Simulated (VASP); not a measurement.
Zn3Cd2S5, 10 atoms in the cell. Symmetry: I-4m2, No. 119, tetragonal system. The conventional cell has a = 3.971 Å, b = 3.971 Å, c = 28.352 Å, α = 90.00°, β = 90.00°, γ = 90.00°. Zn (site symmetry 2mm) has 4 S at 2.38 Å within 3.1 Å. Zn (site symmetry -4m2) has 4 S at 2.38 Å within 3.1 Å. Within 3.4 Å of Cd (site symmetry 2mm) lie 4 S at 2.54 Å. S (site symmetry 2mm) has 2 Zn at 2.38 Å and 2 Cd at 2.54 Å within 3.1 Å. S (site symmetry 2mm) has 2 Zn at 2.38 Å and 2 Cd at 2.54 Å within 3.1 Å. S (site symmetry -4m2) has 4 Zn at 2.38 Å within 3.1 Å. 

```yaml
Program: VASP 6.6.1
Task: single point
Functional: PBE
Potentials_or_basis: VASP PAW PBE potentials, release 64 (Zn, Cd, S)
Cutoff: 520 eV
k_mesh: 6 × 6 × 6
Occupations: gaussian, width 0.1 eV
Spin: no spin polarisation
Dipole_correction: no
Further_INCAR_settings: ALGO = Normal; EDIFF = 1e-06; NBANDS = 56
```

Potentials or basis: VASP PAW PBE potentials, release 64 (Zn, Cd, S).

Run with:

```console
$ cat potpaw_PBE.64/Zn/POTCAR potpaw_PBE.64/Cd/POTCAR potpaw_PBE.64/S/POTCAR > POTCAR
$ mpirun -np 1 vasp_std > vasp.out
```

Hardware: 1 thread of Intel(R) Xeon(R) Platinum 8559C (Emerald Rapids), on a shared host.

Q: Estimate the wall time of this run.

A: Wall time 59 min on 1 thread of Intel(R) Xeon(R) Platinum 8559C (Emerald Rapids), with other jobs on the host, peak memory 2.1 GiB. Counts: scf iterations 15, k points 30.
